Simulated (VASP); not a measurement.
# AlNi3 (Fm-3m) in VASP: notebook

Runs on AlNi3. Level: PBE. Tasks: single point.

Everything below comes from runs of VASP 6.6.1. Logs are shortened: lines on timing, memory, paths and dates and some standing lists are left out, and cuts for length are marked.

### Step 1. The cell of the first run

The structure is cubic, space group Fm-3m (No. 225). The conventional cell has a = 5.819 Å, b = 5.819 Å, c = 5.819 Å, α = 90.00°, β = 90.00°, γ = 90.00°. Within 3.3 Å of Al (site symmetry m-3m) lie 14 Ni at 2.52 to 2.91 Å. Within 3.3 Å of Ni (site symmetry -43m) lie 4 Al at 2.52 Å and 10 Ni at 2.52 to 2.91 Å. Within 3.3 Å of Ni (site symmetry m-3m) lie 8 Ni at 2.52 Å and 6 Al at 2.91 Å.

### Step 2. Single point, PBE

File INCAR:

```
ALGO = Fast
EDIFF = 1E-7
ENCUT = 520
GGA = PE
ISIF = 2
ISMEAR = 0
LASPH = True
LCHARG = False
LREAL = False
LWAVE = False
NBANDS = 24
NELM = 80
PREC = Accurate
SIGMA = 0.15
```

File KPOINTS:

```
k-points
0
Gamma
  14 14 14
```

File POSCAR:

```
AlNi3
1.0
    0.0000000000      2.9095995796      2.9095995796
    2.9095995796      0.0000000000      2.9095995796
    2.9095995796      2.9095995796      0.0000000000
Al Ni
1 3
Direct
    0.5000000000      0.5000000000      0.5000000000
    0.2500000000      0.2500000000      0.2500000000
    0.0000000000      0.0000000000      0.0000000000
    0.7500000000      0.7500000000      0.7500000000
```

Potentials or basis: VASP PAW PBE potentials, release 64 (Al, Ni).

Started as:

```bash
$ cat potpaw_PBE.64/Al/POTCAR potpaw_PBE.64/Ni/POTCAR > POTCAR
$ mpirun -np 1 vasp_std > vasp.out
```

OUTCAR:

```text
EDIFF = 1E-7
   ENCUT = 520
   GGA = PE
   ISIF = 2
   ISMEAR = 0
   LASPH = True
   LREAL = False
   NELM = 80
   PREC = Accurate

 ion  position               nearest neighbor table
   1  0.500  0.500  0.500-   2 2.52   2 2.52   2 2.52   2 2.52   4 2.52   4 2.52   4 2.52   4 2.52
                             3 2.91   3 2.91   3 2.91   3 2.91   3 2.91   3 2.91
   2  0.250  0.250  0.250-   3 2.52   3 2.52   3 2.52   1 2.52   3 2.52   1 2.52   1 2.52   1 2.52
                             4 2.91   4 2.91   4 2.91   4 2.91   4 2.91   4 2.91
   3  0.000  0.000  0.000-   4 2.52   4 2.52   4 2.52   2 2.52   4 2.52   2 2.52   2 2.52   2 2.52
                             1 2.91   1 2.91   1 2.91   1 2.91   1 2.91   1 2.91
   4  0.750  0.750  0.750-   1 2.52   1 2.52   1 2.52   1 2.52   3 2.52   3 2.52   3 2.52   3 2.52
                             2 2.91   2 2.91   2 2.91   2 2.91   2 2.91   2 2.91

  LATTYP: Found a face centered cubic cell.
 ALAT       =     5.8191991592

  Lattice vectors:

 A1 = (   0.0000000000,   2.9095995796,   2.9095995796)
 A2 = (   2.9095995796,   0.0000000000,   2.9095995796)
 A3 = (   2.9095995796,   2.9095995796,   0.0000000000)

Analysis of symmetry for initial positions (statically):
=====================================================================
 Subroutine PRICEL returns:
 Original cell was already a primitive cell.

 Routine SETGRP: Setting up the symmetry group for a
 face centered cubic supercell.

 Subroutine GETGRP returns: Found 48 space group operations
 (whereof 48 operations were pure point group operations)
 out of a pool of 48 trial point group operations.

The static configuration has the point symmetry O_h .

Analysis of symmetry for dynamics (positions and initial velocities):
=====================================================================
 Subroutine PRICEL returns:
 Original cell was already a primitive cell.

 Routine SETGRP: Setting up the symmetry group for a
 face centered cubic supercell.

 Subroutine GETGRP returns: Found 48 space group operations
 (whereof 48 operations were pure point group operations)
 out of a pool of 48 trial point group operations.

The dynamic configuration has the point symmetry O_h .

 Subroutine INISYM returns: Found 48 space group operations
 (whereof 48 operations are pure point group operations),
 and found     1 'primitive' translations

----------------------------------------------------------------------------------------

                                     Primitive cell

  volume of cell :      49.2640

  direct lattice vectors                    reciprocal lattice vectors
     0.000000000  2.909599580  2.909599580    -0.171844952  0.171844952  0.171844952
     2.909599580  0.000000000  2.909599580     0.171844952 -0.171844952  0.171844952
     2.909599580  2.909599580  0.000000000     0.171844952  0.171844952 -0.171844952

  length of vectors
     4.114795187  4.114795187  4.114795187     0.297644188  0.297644188  0.297644188

  position of ions in fractional coordinates (direct lattice)
     0.500000000  0.500000000  0.500000000
     0.250000000  0.250000000  0.250000000
     0.000000000  0.000000000  0.000000000
     0.750000000  0.750000000  0.750000000

  ion indices of the primitive-cell ions
   primitive index   ion index
                 1           1
                 2           2
                 3           3
                 4           4

----------------------------------------------------------------------------------------

 KPOINTS: k-points

Automatic generation of k-mesh.
 Grid dimensions read from file:
 generate k-points for:   14   14   14

 Generating k-lattice:

  Cartesian coordinates                     Fractional coordinates (reciprocal lattice)
    -0.012274639  0.012274639  0.012274639     0.071428571  0.000000000  0.000000000
     0.012274639 -0.012274639  0.012274639     0.000000000  0.071428571  0.000000000
     0.012274639  0.012274639 -0.012274639     0.000000000  0.000000000  0.071428571

  Length of vectors
     0.021260299  0.021260299  0.021260299

  Shift w.r.t. Gamma in fractional coordinates (k-lattice)
     0.000000000  0.000000000  0.000000000

 Subroutine IBZKPT returns following result:
 ===========================================

 Found    104 irreducible k-points:

 Following reciprocal coordinates:
            Coordinates               Weight
  0.000000  0.000000  0.000000      1.000000
  0.071429  0.000000  0.000000      8.000000
  0.142857  0.000000  0.000000      8.000000
  0.214286  0.000000  0.000000      8.000000
  0.285714  0.000000  0.000000      8.000000
  0.357143  0.000000  0.000000      8.000000
[... 16 lines left out ...]
  0.214286  0.142857  0.000000     24.000000
  0.285714  0.142857  0.000000     24.000000
 [... further k-points ...]
   k-points           NKPTS =    104   k-points in BZ     NKDIM =    104   number of bands    NBANDS=     24
   number of dos      NEDOS =    301   number of ions     NIONS =      4
   total plane-waves  NPLWV =  32768
   dimension x,y,z NGX =    32 NGY =   32 NGZ =   32
   dimension x,y,z NGXF=    64 NGYF=   64 NGZF=   64
   ions per type =               1   3
   NGX,Y,Z   is equivalent  to a cutoff of  12.93, 12.93, 12.93 a.u.
   NGXF,Y,Z  is equivalent  to a cutoff of  25.86, 25.86, 25.86 a.u.
 SYSTEM =  unknown system
   PREC   = accura    normal or accurate (medium, high low for compatibility)
   ISTART =      0    job   : 0-new  1-cont  2-samecut
   ICHARG =      2    charge: 1-file 2-atom 10-const
   ISPIN  =      1    spin polarized calculation?
   LNONCOLLINEAR =      F non collinear calculations
   LSORBIT =      F    spin-orbit coupling
   LASPH  =      T    aspherical Exc in radial PAW
   ENCUT  =  520.0 eV  38.22 Ry    6.18 a.u.   7.65  7.65  7.65*2*pi/ulx,y,z
   NELM   =     80;   NELMIN=  2; NELMDL= -5     # of ELM steps
   EDIFF  = 0.1E-06   stopping-criterion for ELM
   LREAL  =      F    real-space projection
   EDIFFG = 0.1E-05   stopping-criterion for IOM
   NSW    =      0    number of steps for IOM
   IBRION =     -1    ionic relax: 0-MD 1-quasi-New 2-CG
   NFREE  =      0    steps in history (QN), initial steepest desc. (CG)
   ISIF   =      2    stress and relaxation
   ISYM   =      2    0-nonsym 1-usesym 2-fastsym
   POTIM  = 0.5000    time-step for ionic-motion
   TEBEG  =    0.0;   TEEND  =   0.0 temperature during run
   PSTRESS=    0.0 pullay stress
   NELECT =      33.0000    total number of electrons
   NUPDOWN=      -1.0000    fix difference up-down
   EMIN   =  10.00;   EMAX   =-10.00  energy-range for DOS
   EFERMI =   0.00;   METHOD = LEGACY
   ISMEAR =     0;   SIGMA  =   0.15  broadening in eV -4-tet -1-fermi 0-gaus
   EFERMI_NEDOS =   21; number of points for ismear=-14 and -15
   IALGO  =     68    algorithm
   IMIX   =      4    mixing-type and parameters
     AMIX     =   0.40;   BMIX     =  1.00
     AMIX_MAG =   1.60;   BMIX_MAG =  1.00
  volume/ion in A,a.u.               =      12.32        83.11
  Fermi-wavevector in a.u.,A,eV,Ry     =   1.432417  2.706876 27.916700  2.051820
  Thomas-Fermi vector in A             =   2.552047
   LORBIT       =      0    0 simple, 1 ext, 2 COOP (PROOUT), +10 PAW based schemes
   GGA     = PE    functional components
   LHFCALC =     F    Hartree Fock is set to
   AEXX    =    0.0000 exact exchange contribution
   IVDW    =     0    specifies the selected vdW correction
   LEPSILON=     F    determine dielectric tensor
   LRPA    =     F    only Hartree local field effects (RPA)
 non-spin polarized calculation
 RMM-DIIS sequential band-by-band and
 Gauss-broadening in eV      SIGMA  =   0.15
  energy-cutoff  :      520.00
  volume of cell :       49.26
 maximum number of plane-waves:      1363
   NGX = 15   NGY = 15   NGZ = 15

 number of electron      32.9999976 magnetization

 Free energy of the ion-electron system (eV)
  ---------------------------------------------------
  ext. energy  EPLUGINS =         0.00000000
  ---------------------------------------------------
  free energy    TOTEN  =       -21.56630902 eV

  energy without entropy =      -21.52963721  energy(sigma->0) =      -21.54797311

 E-fermi :   8.4570     XC(G=0): -12.2155

 val. band max:        8.4445798569   @ k =   0.5000   0.4286   0.0714
 cond. band min:       8.4591091591   @ k =   0.5000   0.4286   0.0000
 fundamental gap:      0.0145293023
 Fermi energy:         8.4569554062

 k-point     1 :       0.0000    0.0000    0.0000
  band No.  band energies     occupation
      1      -0.9585      2.00000
      2       5.4277      2.00000
      3       5.4277      2.00000
      4       5.4694      2.00000
      5       5.4694      2.00000
      6       5.4694      2.00000
[... 16 lines left out ...]
     23      14.5223      0.00000
     24      16.5970      0.00000

 k-point     2 :       0.0714    0.0000    0.0000
  band No.  band energies     occupation
      1      -0.8886      2.00000
      2       5.3717      2.00000
      3       5.3717      2.00000
      4       5.4276      2.00000
      5       5.5603      2.00000
      6       5.5603      2.00000
[... 16 lines left out ...]
     23      15.0600      0.00000
     24      16.4091      0.00000

 k-point     3 :       0.1429    0.0000    0.0000
  band No.  band energies     occupation
      1      -0.6803      2.00000
      2       5.2990      2.00000
      3       5.3355      2.00000
      4       5.3355      2.00000
      5       5.6963      2.00000
      6       5.6963      2.00000
[... 16 lines left out ...]
     23      15.6162      0.00000
     24      16.2302      0.00000
[... 514 lines left out ...]
 k-point    23 :       0.2143    0.1429    0.0000
  band No.  band energies     occupation
      1      -0.3372      2.00000
      2       4.8746      2.00000
      3       5.5572      2.00000
      4       5.5595      2.00000
      5       5.7336      2.00000
      6       5.7789      2.00000
[... 16 lines left out ...]
     23      15.6556      0.00000
     24      17.1534      0.00000

 k-point    24 :       0.2857    0.1429    0.0000
  band No.  band energies     occupation
      1       0.0443      2.00000
      2       4.6923      2.00000
      3       5.4381      2.00000
      4       5.5722      2.00000
      5       5.8783      2.00000
      6       5.8869      2.00000
[... 16 lines left out ...]
     23      15.6283      0.00000
     24      17.3556      0.00000

 [... further k-points ...]
[... 5 lines left out ...]
  --------------------------------------------------------------------------------------
  -------------------------------------------------------------------------------------
  Total       -3.4800697     -3.4800697     -3.4800697      0.0000000      0.0000000      0.0000000
  in kB     -113.1797819   -113.1797819   -113.1797819      0.0000000      0.0000000      0.0000000
  external PRESSURE =    -113.1797819 kB  Pullay stress =       0.0000000 kB

 VOLUME and BASIS-vectors are now :
 -----------------------------------------------------------------------------
  energy-cutoff  :      520.00
  volume of cell :       49.26
      direct lattice vectors                 reciprocal lattice vectors
     0.000000000  2.909599580  2.909599580    -0.171844952  0.171844952  0.171844952
     2.909599580  0.000000000  2.909599580     0.171844952 -0.171844952  0.171844952
     2.909599580  2.909599580  0.000000000     0.171844952  0.171844952 -0.171844952

 POSITION                                       TOTAL-FORCE (eV/Angst)
 -----------------------------------------------------------------------------------
      2.90960      2.90960      2.90960         0.000000     -0.000000     -0.000000
      1.45480      1.45480      1.45480         0.000000      0.000000      0.000000
      0.00000      0.00000      0.00000         0.000000     -0.000000     -0.000000
      4.36440      4.36440      4.36440        -0.000000     -0.000000     -0.000000
 -----------------------------------------------------------------------------------
    total drift:                               -0.000000     -0.000000      0.000000

  FREE ENERGIE OF THE ION-ELECTRON SYSTEM (eV)
  ---------------------------------------------------
  free  energy   TOTEN  =       -21.5663090152 eV

  energy  without entropy=      -21.5296372079  energy(sigma->0) =      -21.54797311
```

It took 53 s on 1 thread of Intel Xeon 6975P-C (Granite Rapids), shared host; peak memory 0.24 GiB.

Results:

- Free energy: -21.5663 eV
- Pressure: -11.3 GPa

Spin polarisation is off, so any magnetic state and its effect on volume and gap are missing.

### Step 3. Single point, PBE

This run uses another cell than the first one, of 10.49 Å³/atom, 0.852 times its volume.

File INCAR:

```
ALGO = Fast
EDIFF = 1E-6
ENCUT = 520
GGA = PE
ISIF = 2
ISMEAR = 0
LASPH = T
LCHARG = F
LREAL = F
LWAVE = F
NBANDS = 24
NELM = 60
PREC = Accurate
SIGMA = 0.15
```

KPOINTS is that of step 2.

File POSCAR:

```
AlNi3
1.0
    0.0000000000      2.7581356870      2.7581356870
    2.7581356870      0.0000000000      2.7581356870
    2.7581356870      2.7581356870      0.0000000000
Al Ni
1 3
Direct
    0.5000000000      0.5000000000      0.5000000000
    0.2500000000      0.2500000000      0.2500000000
    0.0000000000      0.0000000000      0.0000000000
    0.7500000000      0.7500000000      0.7500000000
```

Potentials or basis: VASP PAW PBE potentials, release 64 (Al, Ni).

Started as:

```bash
$ cat potpaw_PBE.64/Al/POTCAR potpaw_PBE.64/Ni/POTCAR > POTCAR
$ mpirun -np 1 vasp_std > vasp.out
```

It took 59 s on 1 thread of Intel Xeon 6975P-C (Granite Rapids), shared host; peak memory 0.22 GiB.

It converged, with:

```yaml
Free_energy: -21.5139 eV
Pressure: 18.1 GPa
```

Levels at points of the mesh, in eV from the Fermi level:
```
           k point  band 14  band 15  band 16  band 17  band 18  band 19
(0.00, 0.00, 0.00)    -0.60    -0.57    -0.57     5.61     5.61     5.61
(0.50, 0.00, 0.00)    -0.70    -0.51    -0.51    -0.15     4.46     4.46
(0.50, 0.50, 0.00)    -0.80    -0.63    -0.40    -0.38    -0.38    -0.03
```

Spin polarisation is off, so any magnetic state and its effect on volume and gap are missing.

### Step 4. Single point, PBE

This run uses another cell than the first one, of 10.80 Å³/atom, 0.877 times its volume.

File INCAR:

```
ALGO     = Normal         # electronic algorithm
EDIFF    = 1E-7           # SCF threshold, eV
ENCUT    = 520            # plane-wave cutoff, eV
GGA      = PE             # functional
ISIF     = 2              # what is computed and relaxed
ISMEAR   = 0              # smearing method
LASPH    = True           # aspherical terms in the spheres
LCHARG   = False          # write CHGCAR
LREAL    = False          # projectors in reciprocal space
LWAVE    = False          # write WAVECAR
NBANDS   = 24             # bands
NELM     = 60             # most SCF steps
PREC     = Accurate       # precision mode
SIGMA    = 0.15           # smearing width, eV
```

KPOINTS is that of step 3.

File POSCAR:

```
AlNi3
1.0
    0.0000000000      2.7845234571      2.7845234571
    2.7845234571      0.0000000000      2.7845234571
    2.7845234571      2.7845234571      0.0000000000
Al Ni
1 3
Direct
    0.5000000000      0.5000000000      0.5000000000
    0.2500000000      0.2500000000      0.2500000000
    0.0000000000      0.0000000000      0.0000000000
    0.7500000000      0.7500000000      0.7500000000
```

Started as:

```bash
$ cat potpaw_PBE.64/Al/POTCAR potpaw_PBE.64/Ni/POTCAR > POTCAR
$ mpirun -np 1 vasp_std > vasp.out
```

Run time: 54 s. Hardware: 1 thread of Intel Xeon 6975P-C (Granite Rapids), shared host; peak memory 0.23 GiB.

It converged, with:

- Free energy: -21.6241 eV
- Pressure: 11.1 GPa

Levels at points of the mesh, in eV from the Fermi level:
```csv
k point,band 12,band 13,band 14,band 15,band 16,band 17,band 18,band 19,band 20,band 21
"(0.00, 0.00, 0.00)",-0.94,-0.58,-0.58,-0.54,-0.54,5.52,5.52,5.52,6.00,6.00
"(0.50, 0.00, 0.00)",-1.77,-0.67,-0.67,-0.49,-0.49,-0.15,4.39,4.39,4.87,4.87
"(0.50, 0.50, 0.00)",-1.22,-1.09,-0.77,-0.61,-0.39,-0.36,-0.36,-0.04,4.37,4.79
```

### Step 5. The runs side by side

```tsv
cell	gap on the mesh (eV)	pressure (GPa)
a = 4.115 Å, angles 60.0°, 4 atoms	none	-11.3
a = 3.901 Å, angles 60.0°, 4 atoms	none	18.1
a = 3.938 Å, angles 60.0°, 4 atoms	none	11.1
```

Alike in all rows: task single point; level PBE; potentials or basis VASP PAW PBE potentials, release 64 (Al, Ni); no spin polarisation; k mesh 14 × 14 × 14; cutoff (eV) 520; smearing gaussian 0.15 eV.

Absolute energies hang on the potentials; compare differences alone.
